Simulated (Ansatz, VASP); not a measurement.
## One calculation of AlNi, two programs

```
CELL_PARAMETERS angstrom
1.92002 -1.94256 -0.00378
1.95123 1.97354 0.02550
0.01736 0.02323 3.17529
ATOMIC_POSITIONS crystal
Al 0.99577 0.02035 0.99188
Ni 0.50005 0.49469 0.49629
```

Change from the starting cell: kmesh displaced: [1, 1, 1] Gamma-centred.

Alike in both runs: task single point; functional r2SCAN; k mesh 1 × 1 × 1; occupations gaussian, width 0.1 eV; no spin polarisation.

|  | VASP | Ansatz |
| --- | --- | --- |
| version | VASP 6.6.1 | Ansatz 0.2.0 |
| potentials or method | VASP PAW PBE potentials, release 64 (Al, Ni), cutoff 520 eV | scalar-relativistic, plane waves, PAW |
| valence electrons in the cell | 13 | 21 |

```tsv
	VASP	Ansatz	Ansatz less VASP
pressure (GPa)	-9.8	-7.7	+2.05
traceless stress, the component that is largest in VASP (GPa)	117.29	116.23	-1.058
rms of the force components (eV/Å)	0.064	0.055	-0.0099
```

VASP's potentials were made for PBE, not for r2SCAN. Atom by atom the forces differ by 0.010 eV/Å (rms over components). VASP's potentials hold 13 valence electrons a cell and Ansatz's 21, so a difference there can come from the potentials and not from the codes.

The k mesh is coarse, so the values compare programs but aren't converged.
